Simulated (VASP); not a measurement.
# Rh (P6_3/mmc) in VASP: notebook

The runs below take Rh through single point, with LDA.

Program: VASP 6.6.1. These are calculated values, not measurements. Logs are shortened: lines on timing, memory, paths and dates and some standing lists are left out, and cuts for length are marked.

### Step 1. The cell of the first run

The structure is hexagonal, space group P6_3/mmc (No. 194). The conventional cell has a = 2.731 Å, b = 2.731 Å, c = 4.428 Å, α = 90.00°, β = 90.00°, γ = 120.00°. Rh (site symmetry -6m2) has 12 Rh at 2.72 to 2.73 Å within 3.6 Å.

### Step 2. Single point, LDA

Contents of INCAR:

```
  ALGO = Normal
  EDIFF = 1E-7
  ENCUT = 520
  ISIF = 2
  ISMEAR = 1
  LASPH = T
  LCHARG = F
  LREAL = F
  LWAVE = F
  NBANDS = 22
  NELM = 80
  PREC = Accurate
  SIGMA = 0.1
```

Contents of KPOINTS:

```
k-points
0
Gamma
  12 12 7
```

Contents of POSCAR:

```
Rh
1.0
    2.7309800000      0.0000000000      0.0000000000
   -1.3654900000      2.3651000000      0.0000000000
    0.0000000000      0.0000000000      4.4284900000
Rh
2
Direct
    0.6666666667      0.3333333333      0.7500000000
    0.3333333333      0.6666666667      0.2500000000
```

Potentials or basis: VASP PAW LDA potentials, release 64 (Rh_pv).

Command:

```sh
cat potpaw_LDA.64/Rh_pv/POTCAR > POTCAR
mpirun -np 1 vasp_std > vasp.out
```

OUTCAR:

```text
EDIFF = 1E-7
   ENCUT = 520
   ISIF = 2
   ISMEAR = 1
   LASPH = T
   LREAL = F
   NELM = 80
   PREC = Accurate

 ion  position               nearest neighbor table
   1  0.667  0.333  0.750-   2 2.72   2 2.72   2 2.72   2 2.72   2 2.72   2 2.72
   2  0.333  0.667  0.250-   1 2.72   1 2.72   1 2.72   1 2.72   1 2.72   1 2.72

  LATTYP: Found a hexagonal cell.
 ALAT       =     2.7309800000
 C/A-ratio  =     1.6215754052

  Lattice vectors:

 A1 = (   2.7309800000,   0.0000000000,   0.0000000000)
 A2 = (  -1.3654900000,   2.3651000000,   0.0000000000)
 A3 = (   0.0000000000,   0.0000000000,   4.4284900000)

Analysis of symmetry for initial positions (statically):
=====================================================================
 Subroutine PRICEL returns:
 Original cell was already a primitive cell.

 Routine SETGRP: Setting up the symmetry group for a
 hexagonal supercell.

 Subroutine GETGRP returns: Found 24 space group operations
 (whereof 12 operations were pure point group operations)
 out of a pool of 24 trial point group operations.

The static configuration has the point symmetry D_3d.
 The point group associated with its full space group is D_6h.

Analysis of symmetry for dynamics (positions and initial velocities):
=====================================================================
 Subroutine PRICEL returns:
 Original cell was already a primitive cell.

 Routine SETGRP: Setting up the symmetry group for a
 hexagonal supercell.

 Subroutine GETGRP returns: Found 24 space group operations
 (whereof 12 operations were pure point group operations)
 out of a pool of 24 trial point group operations.

The dynamic configuration has the point symmetry D_3d.
 The point group associated with its full space group is D_6h.

 Subroutine INISYM returns: Found 24 space group operations
 (whereof 12 operations are pure point group operations),
 and found     1 'primitive' translations

----------------------------------------------------------------------------------------

                                     Primitive cell

  volume of cell :      28.6038

  direct lattice vectors                    reciprocal lattice vectors
     2.730980000  0.000000000  0.000000000     0.366168921  0.211407551  0.000000000
    -1.365490000  2.365100000  0.000000000     0.000000000  0.422815103  0.000000000
     0.000000000  0.000000000  4.428490000     0.000000000  0.000000000  0.225810604

  length of vectors
     2.730980000  2.730981682  4.428490000     0.422815363  0.422815103  0.225810604

  position of ions in fractional coordinates (direct lattice)
     0.666666667  0.333333333  0.750000000
     0.333333333  0.666666667  0.250000000

  ion indices of the primitive-cell ions
   primitive index   ion index
                 1           1
                 2           2

----------------------------------------------------------------------------------------

 KPOINTS: k-points

Automatic generation of k-mesh.
 Grid dimensions read from file:
 generate k-points for:   12   12    7

 Generating k-lattice:

  Cartesian coordinates                     Fractional coordinates (reciprocal lattice)
     0.030514077  0.017617296  0.000000000     0.083333333 -0.000000000  0.000000000
     0.000000000  0.035234592  0.000000000     0.000000000  0.083333333  0.000000000
     0.000000000  0.000000000  0.032258658     0.000000000  0.000000000  0.142857143

  Length of vectors
     0.035234614  0.035234592  0.032258658

  Shift w.r.t. Gamma in fractional coordinates (k-lattice)
     0.000000000  0.000000000  0.000000000

 Subroutine IBZKPT returns following result:
 ===========================================

 Found     76 irreducible k-points:

 Following reciprocal coordinates:
            Coordinates               Weight
  0.000000  0.000000  0.000000      1.000000
  0.083333 -0.000000  0.000000      6.000000
  0.166667  0.000000  0.000000      6.000000
  0.250000 -0.000000  0.000000      6.000000
  0.333333 -0.000000  0.000000      6.000000
  0.416667  0.000000  0.000000      6.000000
[... 16 lines left out ...]
  0.250000 -0.000000  0.142857     12.000000
  0.333333 -0.000000  0.142857     12.000000
 [... further k-points ...]
   k-points           NKPTS =     76   k-points in BZ     NKDIM =     76   number of bands    NBANDS=     22
   number of dos      NEDOS =    301   number of ions     NIONS =      2
   total plane-waves  NPLWV =  14400
   dimension x,y,z NGX =    20 NGY =   20 NGZ =   36
   dimension x,y,z NGXF=    40 NGYF=   40 NGZF=   72
   ions per type =               2
   NGX,Y,Z   is equivalent  to a cutoff of  12.17, 12.17, 13.51 a.u.
   NGXF,Y,Z  is equivalent  to a cutoff of  24.35, 24.35, 27.03 a.u.
 SYSTEM =  unknown system
   PREC   = accura    normal or accurate (medium, high low for compatibility)
   ISTART =      0    job   : 0-new  1-cont  2-samecut
   ICHARG =      2    charge: 1-file 2-atom 10-const
   ISPIN  =      1    spin polarized calculation?
   LNONCOLLINEAR =      F non collinear calculations
   LSORBIT =      F    spin-orbit coupling
   LASPH  =      T    aspherical Exc in radial PAW
   ENCUT  =  520.0 eV  38.22 Ry    6.18 a.u.   5.08  5.08  8.23*2*pi/ulx,y,z
   NELM   =     80;   NELMIN=  2; NELMDL= -5     # of ELM steps
   EDIFF  = 0.1E-06   stopping-criterion for ELM
   LREAL  =      F    real-space projection
   EDIFFG = 0.1E-05   stopping-criterion for IOM
   NSW    =      0    number of steps for IOM
   IBRION =     -1    ionic relax: 0-MD 1-quasi-New 2-CG
   NFREE  =      0    steps in history (QN), initial steepest desc. (CG)
   ISIF   =      2    stress and relaxation
   ISYM   =      2    0-nonsym 1-usesym 2-fastsym
   POTIM  = 0.5000    time-step for ionic-motion
   TEBEG  =    0.0;   TEEND  =   0.0 temperature during run
   PSTRESS=    0.0 pullay stress
   NELECT =      30.0000    total number of electrons
   NUPDOWN=      -1.0000    fix difference up-down
   EMIN   =  10.00;   EMAX   =-10.00  energy-range for DOS
   EFERMI =   0.00;   METHOD = LEGACY
   ISMEAR =     1;   SIGMA  =   0.10  broadening in eV -4-tet -1-fermi 0-gaus
   EFERMI_NEDOS =   21; number of points for ismear=-14 and -15
   IALGO  =     38    algorithm
   IMIX   =      4    mixing-type and parameters
     AMIX     =   0.40;   BMIX     =  1.00
     AMIX_MAG =   1.60;   BMIX_MAG =  1.00
  volume/ion in A,a.u.               =      14.30        96.51
  Fermi-wavevector in a.u.,A,eV,Ry     =   1.663313  3.143206 37.642022  2.766611
  Thomas-Fermi vector in A             =   2.750052
   LORBIT       =      0    0 simple, 1 ext, 2 COOP (PROOUT), +10 PAW based schemes
   GGA     = CA    functional components
   LHFCALC =     F    Hartree Fock is set to
   AEXX    =    0.0000 exact exchange contribution
   IVDW    =     0    specifies the selected vdW correction
   LEPSILON=     F    determine dielectric tensor
   LRPA    =     F    only Hartree local field effects (RPA)
 non-spin polarized calculation
 Methfessel and Paxton  Order N= 1 SIGMA  =   0.10
  energy-cutoff  :      520.00
  volume of cell :       28.60
 maximum number of plane-waves:       785
   NGX = 11   NGY = 11   NGZ = 17

 number of electron      30.0000010 magnetization

 Free energy of the ion-electron system (eV)
  ---------------------------------------------------
  ext. energy  EPLUGINS =         0.00000000
  ---------------------------------------------------
  free energy    TOTEN  =       -17.16026006 eV

  energy without entropy =      -17.15869572  energy(sigma->0) =      -17.15973861

 E-fermi :  11.1042     XC(G=0): -14.1013

 val. band max:       11.1032627481   @ k =   0.2500   0.1667   0.1429
 cond. band min:      11.1224542235   @ k =   0.2500   0.0833   0.4286
 fundamental gap:      0.0191914753
 Fermi energy:        11.1041681651

 k-point     1 :       0.0000    0.0000    0.0000
  band No.  band energies     occupation
      1     -35.7637      2.00000
      2     -35.1850      2.00000
      3     -35.1850      2.00000
      4     -35.1019      2.00000
      5     -35.0906      2.00000
      6     -35.0906      2.00000
[... 14 lines left out ...]
     21      29.0699      0.00000
     22      29.6862      0.00000

 k-point     2 :       0.0833   -0.0000    0.0000
  band No.  band energies     occupation
      1     -35.7495      2.00000
      2     -35.2175      2.00000
      3     -35.1955      2.00000
      4     -35.1243      2.00000
      5     -35.1078      2.00000
      6     -35.0959      2.00000
[... 14 lines left out ...]
     21      29.3366      0.00000
     22      29.7864      0.00000

 k-point     3 :       0.1667    0.0000    0.0000
  band No.  band energies     occupation
      1     -35.7087      2.00000
      2     -35.3065      2.00000
      3     -35.2236      2.00000
      4     -35.2153      2.00000
      5     -35.1256      2.00000
      6     -35.1109      2.00000
[... 14 lines left out ...]
     21      29.4770      0.00000
     22      29.7438      0.00000

 k-point     4 :       0.2500   -0.0000    0.0000
  band No.  band energies     occupation
      1     -35.6475      2.00000
      2     -35.4283      2.00000
      3     -35.3364      2.00000
      4     -35.2608      2.00000
      5     -35.1555      2.00000
      6     -35.1324      2.00000
[... 14 lines left out ...]
     21      27.6236      0.00000
     22      28.2976      0.00000

 k-point     5 :       0.3333   -0.0000    0.0000
  band No.  band energies     occupation
      1     -35.5756      2.00000
      2     -35.5503      2.00000
      3     -35.4543      2.00000
      4     -35.2968      2.00000
      5     -35.1959      2.00000
      6     -35.1547      2.00000
[... 417 lines left out ...]
 k-point    22 :       0.1667    0.0000    0.1429
  band No.  band energies     occupation
      1     -35.6847      2.00000
      2     -35.2985      2.00000
      3     -35.2389      2.00000
      4     -35.2181      2.00000
      5     -35.1354      2.00000
      6     -35.1165      2.00000
[... 14 lines left out ...]
     21      28.9562      0.00000
     22      29.4588      0.00000

 k-point    23 :       0.2500   -0.0000    0.1429
  band No.  band energies     occupation
      1     -35.6379      2.00000
      2     -35.4121      2.00000
      3     -35.3562      2.00000
      4     -35.2545      2.00000
      5     -35.1622      2.00000
      6     -35.1388      2.00000
[... 14 lines left out ...]
     21      27.9144      0.00000
     22      28.0609      0.00000

 k-point    24 :       0.3333   -0.0000    0.1429
  band No.  band energies     occupation
      1     -35.6176      2.00000
      2     -35.4998      2.00000
      3     -35.4617      2.00000
      4     -35.2899      2.00000
      5     -35.1969      2.00000
      6     -35.1619      2.00000
[... 14 lines left out ...]
     21      26.1235      0.00000
     22      26.4715      0.00000

 [... further k-points ...]
[... 5 lines left out ...]
  --------------------------------------------------------------------------------------
  -------------------------------------------------------------------------------------
  Total       -3.3718074     -3.3718129     -3.3657394      0.0000000      0.0000000      0.0000000
  in kB     -188.8642015   -188.8645118   -188.5243140      0.0000000      0.0000000      0.0000000
  external PRESSURE =    -188.7510091 kB  Pullay stress =       0.0000000 kB

 VOLUME and BASIS-vectors are now :
 -----------------------------------------------------------------------------
  energy-cutoff  :      520.00
  volume of cell :       28.60
      direct lattice vectors                 reciprocal lattice vectors
     2.730980000  0.000000000  0.000000000     0.366168921  0.211407551  0.000000000
    -1.365490000  2.365100000  0.000000000     0.000000000  0.422815103  0.000000000
     0.000000000  0.000000000  4.428490000     0.000000000  0.000000000  0.225810604

 POSITION                                       TOTAL-FORCE (eV/Angst)
 -----------------------------------------------------------------------------------
      1.36549      0.78837      3.32137        -0.000000      0.000000      0.000000
     -0.00000      1.57673      1.10712         0.000000      0.000000      0.000000
 -----------------------------------------------------------------------------------
    total drift:                               -0.000000      0.000000     -0.000000

  FREE ENERGIE OF THE ION-ELECTRON SYSTEM (eV)
  ---------------------------------------------------
  free  energy   TOTEN  =       -17.1602600607 eV

  energy  without entropy=      -17.1586957227  energy(sigma->0) =      -17.15973861
```

Run time: 59 s. Hardware: 1 thread of Intel Xeon 8259CL, shared host; peak memory 0.15 GiB.

What came out:

| Item | Value |
| --- | --- |
| Free energy | -17.1603 eV |
| Pressure | -18.9 GPa |
| Band gap on the k mesh | zero (band 15 reaches 11.66 eV, above the bottom of band 16 at 9.39 eV) |

(Continued in part 2 of 2.)
